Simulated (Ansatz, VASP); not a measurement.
Two plane-wave programs on Nb

```xyz
1
Lattice="-1.5906 1.5906 1.5906 1.5906 -1.5906 1.5906 1.5906 1.5906 -1.5906" Properties=species:S:1:pos:R:3 pbc="T T T"
Nb    0.0000    0.0000    0.0000
```

Alike in both runs: task single point; functional PBEsol; k mesh 8 × 8 × 8; occupations gaussian, width 0.1 eV; no spin polarisation.

```csv
,VASP,Ansatz
version,VASP 6.6.1,Ansatz 0.2.0
potentials or method,"VASP PAW PBE potentials, release 64 (Nb_sv), cutoff 520 eV","scalar-relativistic, plane waves, PAW"
valence electrons in the cell,13,13
```

Ansatz gave:

| Property | Result |
| --- | --- |
| gap on the k mesh at the Fermi level (eV) | none |
| pressure (GPa) | 19.8 |

Which values does VASP return?

gap on the k mesh at the Fermi level (eV): none; pressure (GPa): 19.3.

VASP's potentials were made for PBE, not for PBEsol. A gap of «none» marks a metal or a gap that the smearing closes.
